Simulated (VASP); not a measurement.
Write the native input for VASP 6.6.1 that does the following.

* Task: single point
* Functional: PBEsol
* Potentials or basis: VASP PAW PBE potentials, release 64 (Cd, S)
* Cutoff: 520 eV
* k mesh: 7 × 7 × 4
* Occupations: fermi-dirac, width 0.01 eV
* Spin: no spin polarisation
* Dipole correction: no
* Further INCAR settings: ALGO = Normal; EDIFF = 1e-06; NBANDS = 26

The structure of CdS lies in POSCAR:

```
CdS
1.0
    4.1347992034      0.0000000000      0.0000000000
   -2.0673996017      3.5808411497      0.0000000000
    0.0000000000      0.0000000000      6.6140200000
Cd S
2 2
Direct
    0.3333333333      0.6666666667      0.0000000000
    0.6666666667      0.3333333333      0.5000000000
    0.3333333333      0.6666666667      0.3850000000
    0.6666666667      0.3333333333      0.8850000000
```

This cell differs from its parent crystal: zz strain of -2 %.

The input as run:

INCAR

```
  PREC = Accurate
  ENCUT = 520
  EDIFF = 1E-6
  ISMEAR = -1
  SIGMA = 0.01
  LREAL = False
  LASPH = True
  NELM = 100
  ALGO = Normal
  ISIF = 2
  LWAVE = False
  LCHARG = False
  GGA = PS
  NBANDS = 26
```

KPOINTS

```
Automatic mesh
0
Gamma
  7 7 4
```

Potentials or basis: VASP PAW PBE potentials, release 64 (Cd, S).

The run is started by

```console
$ cat potpaw_PBE.64/Cd/POTCAR potpaw_PBE.64/S/POTCAR > POTCAR
$ mpirun -np 1 vasp_std > vasp.out
```

It gave:

The pressure is 1.0 GPa and the largest force is 0.135 eV/Å. The band gap on the k mesh is 1.15 eV.

Caveat: the cell differs from its parent crystal (zz strain of -2 %); the PAW data sets were made with another functional, which shifts forces and pressure a little.

Wall time 95 s on 1 thread of Intel Xeon 8259CL, on a shared host, peak memory 0.24 GiB.
